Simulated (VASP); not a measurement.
Crystal: Be3Ag.

```
Be Ag
1.0
     2.48509    0.00000    0.00000
    -1.24254    2.15215    0.00000
     0.00000    0.00000    7.72042
Be Ag
3 1
Direct
  0.00000 0.00000 0.50000
  0.66667 0.33333 0.23781
  0.66667 0.33333 0.76219
  0.00000 0.00000 0.00000
```

| Property | Result |
| --- | --- |
| Program | VASP 6.6.1 |
| Task | relaxation of cell and atoms |
| Functional | PBEsol |
| Potentials or basis | VASP PAW PBE potentials, release 64 (Be, Ag) |
| Cutoff | 600 eV |
| k mesh | 9 × 9 × 4 |
| Occupations | gaussian, width 0.1 eV |
| Spin | no spin polarisation |

At the start: pressure 20.6 GPa; volume 10.32 Å³/atom.

Where does the relaxation end?

Over 10 steps the energy falls by 224.0 meV/atom and the volume is 11.08 Å³/atom (+7.3 %); space group P-6m2 (No. 187, to 0.1 Å) before and after.

The path:
```tsv
step	energy change (eV)	largest force (eV/Å)	pressure (GPa)	volume (Å³)
1	0.0000	2.3597	20.62	41.29
2	-0.5484	0.7306	-10.00	49.72
3	-0.5900	0.9967	-5.22	47.62
4	-0.7686	0.7777	-3.52	46.25
5	-0.8683	0.1723	0.97	43.90
6	-0.8719	0.2887	0.17	44.26
7	-0.8923	0.0721	0.19	44.17
8	-0.8955	0.0426	0.33	44.11
9	-0.8955	0.0484	0.34	44.11
10	-0.8962	0.0249	-0.16	44.32
```

Final structure:
```
Be Ag
1.0
     2.61676    0.00000    0.00000
    -1.30838    2.26618    0.00000
     0.00000    0.00000    7.47295
Be Ag
3 1
Direct
  0.00000 0.00000 0.50000
  0.66667 0.33333 0.27309
  0.66667 0.33333 0.72691
  0.00000 0.00000 0.00000
```

Caveat: the PAW data sets were made with another functional, which shifts forces and pressure a little; the relaxation stopped at a loose force limit of 0.05 eV/Å, so its end isn't a converged minimum.
